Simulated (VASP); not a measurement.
# Al8O in VASP: further runs, part 2 of 2

VASP 6.6.1. Earlier steps stand in the parts before.

### Step 6. Relaxation of the atoms, PBE

INCAR reads:

```
PREC = Accurate
ENCUT = 520
EDIFF = 1E-6
ISMEAR = 0
SIGMA = 0.1
LREAL = F
LASPH = T
NELM = 60
ALGO = Fast
ISIF = 2
LWAVE = F
LCHARG = F
LDIPOL = T
IDIPOL = 3
DIPOL = 0.5 0.5 0.414
GGA = PE
IBRION = 2
NSW = 36
EDIFFG = -0.025
```

KPOINTS reads:

```
Automatic mesh
0
Gamma
  9 9 1
```

POSCAR reads:

```
Al8O
1.0
    2.8535431553      0.0000000000      0.0000000000
   -1.4267715777      2.4712408633      0.0000000000
    0.0000000000      0.0000000000     31.9749292464
Al O
8 1
Selective dynamics
Direct
    0.3333333333      0.6666666667      0.1250980094  F F F
    0.0000000000      0.0000000000      0.1984481215  F F F
    0.6666666667      0.3333333333      0.2717982335  F F F
    0.0000000000      0.0000000000      0.3451483456  F F F
    0.3333333333      0.6666666667      0.4179223920  F F F
    0.0000000000      0.0000000000      0.4916598235  F F F
    0.6666666667      0.3333333333      0.5654146328  F F F
    0.0000000000      0.0000000000      0.6403432229  F F F
    0.5000000000      0.3333333333      0.6736298389  F F T
```

Potentials or basis: VASP PAW PBE potentials, release 64 (Al, O).

Command:

```
> cat potpaw_PBE.64/Al/POTCAR potpaw_PBE.64/O/POTCAR > POTCAR
> mpirun -np 1 vasp_std > vasp.out
```

OUTCAR:

```text
PREC = Accurate
   ENCUT = 520
   EDIFF = 1E-6
   ISMEAR = 0
   LREAL = F
   LASPH = T
   NELM = 60
   ISIF = 2
   GGA = PE
   IBRION = 2
   NSW = 36
   EDIFFG = -0.025

 ion  position               nearest neighbor table
   1  0.333  0.667  0.125-   2 2.87   2 2.87   2 2.87
   2  0.000  0.000  0.198-   3 2.87   3 2.87   3 2.87   1 2.87   1 2.87   1 2.87
   3  0.667  0.333  0.272-   2 2.87   2 2.87   2 2.87   4 2.87   4 2.87   4 2.87
   4  0.000  0.000  0.345-   5 2.85   5 2.85   5 2.85   3 2.87   3 2.87   3 2.87
   5  0.333  0.667  0.418-   4 2.85   4 2.85   4 2.85   6 2.88   6 2.88   6 2.88
   6  0.000  0.000  0.492-   5 2.88   5 2.88   5 2.88   7 2.88   7 2.88   7 2.88
   7  0.667  0.333  0.565-   6 2.88   6 2.88   6 2.88   8 2.91   8 2.91   8 2.91
   8  0.000  0.000  0.640-   9 1.65   9 2.02   9 2.33   7 2.91   7 2.91   7 2.91
   9  0.500  0.333  0.674-   8 1.65   8 2.02   8 2.33

  LATTYP: Found a hexagonal cell.
 ALAT       =     2.8535431553
 C/A-ratio  =    11.2053427988

  Lattice vectors:

 A1 = (   2.8535431553,   0.0000000000,   0.0000000000)
 A2 = (  -1.4267715777,   2.4712408633,   0.0000000000)
 A3 = (   0.0000000000,   0.0000000000,  31.9749292464)

Analysis of symmetry for initial positions (statically):
=====================================================================
 Subroutine PRICEL returns:
 Original cell was already a primitive cell.

 Routine SETGRP: Setting up the symmetry group for a
 hexagonal supercell.

 Subroutine GETGRP returns: Found  1 space group operations
 (whereof  1 operations were pure point group operations)
 out of a pool of 24 trial point group operations.

The static configuration has the point symmetry C_1 .

Analysis of symmetry for dynamics (positions and initial velocities):
=====================================================================
 Subroutine PRICEL returns:
 Original cell was already a primitive cell.

 Routine SETGRP: Setting up the symmetry group for a
 hexagonal supercell.

 Subroutine GETGRP returns: Found  1 space group operations
 (whereof  1 operations were pure point group operations)
 out of a pool of 24 trial point group operations.

The dynamic configuration has the point symmetry C_1 .

Analysis of constrained symmetry for selective dynamics:
=====================================================================
 Subroutine PRICEL returns:
 Original cell was already a primitive cell.

 Routine SETGRP: Setting up the symmetry group for a
 hexagonal supercell.

 Subroutine GETGRP returns: Found  1 space group operations
 (whereof  1 operations were pure point group operations)
 out of a pool of 24 trial point group operations.

The constrained configuration has the point symmetry C_1 .

 Subroutine INISYM returns: Found  1 space group operations
 (whereof  1 operations are pure point group operations),
 and found     1 'primitive' translations

----------------------------------------------------------------------------------------

                                     Primitive cell

  volume of cell :     225.4806

  direct lattice vectors                    reciprocal lattice vectors
[... 90 lines left out ...]
   NGXF,Y,Z  is equivalent  to a cutoff of  27.96, 27.96, 24.96 a.u.
 SYSTEM =  unknown system
   PREC   = accura    normal or accurate (medium, high low for compatibility)
   ISTART =      0    job   : 0-new  1-cont  2-samecut
   ICHARG =      2    charge: 1-file 2-atom 10-const
   ISPIN  =      1    spin polarized calculation?
   LNONCOLLINEAR =      F non collinear calculations
   LSORBIT =      F    spin-orbit coupling
   LASPH  =      T    aspherical Exc in radial PAW
   ENCUT  =  520.0 eV  38.22 Ry    6.18 a.u.   5.31  5.31 59.45*2*pi/ulx,y,z
   NELM   =     60;   NELMIN=  2; NELMDL= -5     # of ELM steps
   EDIFF  = 0.1E-05   stopping-criterion for ELM
   LREAL  =      F    real-space projection
   EDIFFG = -.3E-01   stopping-criterion for IOM
   NSW    =     36    number of steps for IOM
   IBRION =      2    ionic relax: 0-MD 1-quasi-New 2-CG
   NFREE  =      1    steps in history (QN), initial steepest desc. (CG)
   ISIF   =      2    stress and relaxation
   ISYM   =      2    0-nonsym 1-usesym 2-fastsym
   POTIM  = 0.5000    time-step for ionic-motion
   TEBEG  =    0.0;   TEEND  =   0.0 temperature during run
   PSTRESS=    0.0 pullay stress
   NELECT =      30.0000    total number of electrons
   NUPDOWN=      -1.0000    fix difference up-down
   EMIN   =  10.00;   EMAX   =-10.00  energy-range for DOS
   EFERMI =   0.00;   METHOD = LEGACY
   ISMEAR =     0;   SIGMA  =   0.10  broadening in eV -4-tet -1-fermi 0-gaus
   EFERMI_NEDOS =   21; number of points for ismear=-14 and -15
   IALGO  =     68    algorithm
   IMIX   =      4    mixing-type and parameters
     AMIX     =   0.40;   BMIX     =  1.00
     AMIX_MAG =   1.60;   BMIX_MAG =  1.00
  volume/ion in A,a.u.               =      25.05       169.07
  Fermi-wavevector in a.u.,A,eV,Ry     =   0.835755  1.579348  9.503480  0.698486
  Thomas-Fermi vector in A             =   1.949366
   LORBIT       =      0    0 simple, 1 ext, 2 COOP (PROOUT), +10 PAW based schemes
   GGA     = PE    functional components
   LHFCALC =     F    Hartree Fock is set to
   AEXX    =    0.0000 exact exchange contribution
   IVDW    =     0    specifies the selected vdW correction
   LEPSILON=     F    determine dielectric tensor
   LRPA    =     F    only Hartree local field effects (RPA)
 conjugate gradient relaxation of ions
 non-spin polarized calculation
 RMM-DIIS sequential band-by-band and
 Gauss-broadening in eV      SIGMA  =   0.10
  energy-cutoff  :      520.00
  volume of cell :      225.48
 maximum number of plane-waves:      6109
 NGX is ok and might be reduce to    24
   NGX = 11   NGY = 11   NGZ =119

 dipolmoment           0.000000      0.000000     -0.082340 electrons x Angstroem

--------------------------------------- Ionic step        1  -------------------------------------------

 number of electron      30.0000003 magnetization

 Free energy of the ion-electron system (eV)
  ---------------------------------------------------
  ext. energy  EPLUGINS =         0.00000000
  ---------------------------------------------------
  free energy    TOTEN  =       -37.18293060 eV

  energy without entropy =      -37.15513934  energy(sigma->0) =      -37.16903497

------------------------ aborting loop because EDIFF is reached ----------------------------------------

  FORCE on cell =-STRESS in cart. coord.  units (eV):
  Direction    XX          YY          ZZ          XY          YZ          ZX
  --------------------------------------------------------------------------------------
  -------------------------------------------------------------------------------------
  Total        1.6504086      0.6614438     -1.8319995      1.3801758      2.5890218      3.0278548
  in kB       11.7271629      4.6999629    -13.0174769      9.8069932     18.3965838     21.5147602
  external PRESSURE =       1.1365496 kB  Pullay stress =       0.0000000 kB
[... 73 lines left out ...]
--------------------------------------- Ionic step        3  -------------------------------------------

 number of electron      29.9999995 magnetization

 dipolmoment           0.000000      0.000000      0.130811 electrons x Angstroem

 Free energy of the ion-electron system (eV)
  ---------------------------------------------------
  ext. energy  EPLUGINS =         0.00000000
  ---------------------------------------------------
  free energy    TOTEN  =       -37.26319459 eV

  energy without entropy =      -37.23547626  energy(sigma->0) =      -37.24933543

 E-fermi :   2.4717     XC(G=0):  -6.7502

 val. band max:        2.4622834800   @ k =  -0.2222   0.1111   0.0000
 cond. band min:       2.4741577565   @ k =  -0.1111   0.2222   0.0000
 fundamental gap:      0.0118742765
 Fermi energy:         2.4717152970

 k-point     1 :       0.0000    0.0000    0.0000
  band No.  band energies     occupation
      1     -16.8024      2.00000
      2      -8.5521      2.00000
      3      -8.2139      2.00000
      4      -7.7140      2.00000
      5      -6.9645      2.00000
      6      -6.0840      2.00000
[... 541 lines left out ...]
     19       3.9837      0.00000
     20       4.9078      0.00000

 [... further k-points ...]

------------------------ aborting loop because EDIFF is reached ----------------------------------------

 vacuum level on the upper side and lower side of the slab       (xc-potential included)         1.642        -1.659

  FORCE on cell =-STRESS in cart. coord.  units (eV):
  Direction    XX          YY          ZZ          XY          YZ          ZX
  --------------------------------------------------------------------------------------
  -------------------------------------------------------------------------------------
  Total        2.6813937      1.4909473      0.1231378      2.4564843      3.3822798      4.0088791
  in kB       19.0529424     10.5940924      0.8749691     17.4548236     24.0331665     28.4855383
  external PRESSURE =      10.1740013 kB  Pullay stress =       0.0000000 kB
[... 24 lines left out ...]
  FREE ENERGIE OF THE ION-ELECTRON SYSTEM (eV)
  ---------------------------------------------------
  free  energy   TOTEN  =       -37.2631945908 eV

  energy  without entropy=      -37.2354762619  energy(sigma->0) =      -37.24933543

 reached required accuracy - stopping structural energy minimisation

 vacuum level on the upper side and lower side of the slab         9.883         6.529
```

Wall time 20 min (1 thread of Oxide Virtual Turin-like, shared host); peak memory 0.43 GiB.

What came out:

* Free energy: -37.2632 eV
* Energy gained by relaxing: 8.9 meV/atom
* Ionic steps: 3
* Band gap on the k mesh: zero (bands 15 and 16 overlap by 3.07 eV)

Step by step:
| step | energy change (eV) | largest force on free atoms (eV/Å) | pressure (GPa) |
| --- | --- | --- | --- |
| 1 | 0.0000 | 1.7593 | 0.11 |
| 2 | -0.0801 | 0.0828 | 0.97 |
| 3 | -0.0803 | 0.0042 | 1.02 |

Final structure:
```xyz
9
Lattice="2.8535 0.0000 0.0000 -1.4268 2.4712 0.0000 0.0000 0.0000 31.9749" Properties=species:S:1:pos:R:3 pbc="T T T"
Al    0.0000    1.6475    4.0000
Al    0.0000    0.0000    6.3454
Al    1.4268    0.8237    8.6907
Al    0.0000    0.0000   11.0361
Al    0.0000    1.6475   13.3630
Al    0.0000    0.0000   15.7208
Al    1.4268    0.8237   18.0791
Al    0.0000    0.0000   20.4749
O     0.9512    0.8237   21.4505
```

### Step 7. Overview

| task | cell | atoms held fixed (from 0) | gap on the mesh (eV) | largest force (eV/Å) |
| --- | --- | --- | --- | --- |
| single point | as given, atomic positions A | - | none | 4.38 |
| single point | as given, atomic positions B | - | none | 1.22 |
| single point | as given, atomic positions C | - | none | 5.83 |
| single point | as given, atomic positions D | - | none | 5.70 |
| relaxation of the atoms | atoms relaxed, atomic positions E | [0, 1, 2, 3, 4, 5, 6, 7, 8] | none | - |

Alike in all rows: level PBE; potentials or basis VASP PAW PBE potentials, release 64 (Al, O); no spin polarisation; k mesh 9 × 9 × 1; cutoff (eV) 520; smearing gaussian 0.1 eV.

Absolute energies hang on the potentials; compare differences alone.
